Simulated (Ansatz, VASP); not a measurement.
# Ca in VASP and in Ansatz

```xyz
1
Lattice="3.4104 0.0000 0.0000 0.0000 3.4104 0.0000 0.0000 0.0000 3.4104" Properties=species:S:1:pos:R:3 pbc="T T T"
Ca    0.0000    0.0000    0.0000
```

Alike in both runs: task single point; functional r2SCAN; k mesh 10 × 10 × 10; occupations fermi-dirac, width 0.1 eV; no spin polarisation.

```csv
,VASP,Ansatz
version,VASP 6.6.1,Ansatz 0.2.0
potentials or method,"VASP PAW PBE potentials, release 64 (Ca_sv), cutoff 520 eV","plane waves (500 eV) with PAW, scalar-relativistic"
valence electrons in the cell,10,10
```

```tsv
	VASP	Ansatz	Ansatz less VASP
pressure (GPa)	1.0	1.0	-0.04
```

VASP's potentials were made for PBE, not for r2SCAN.
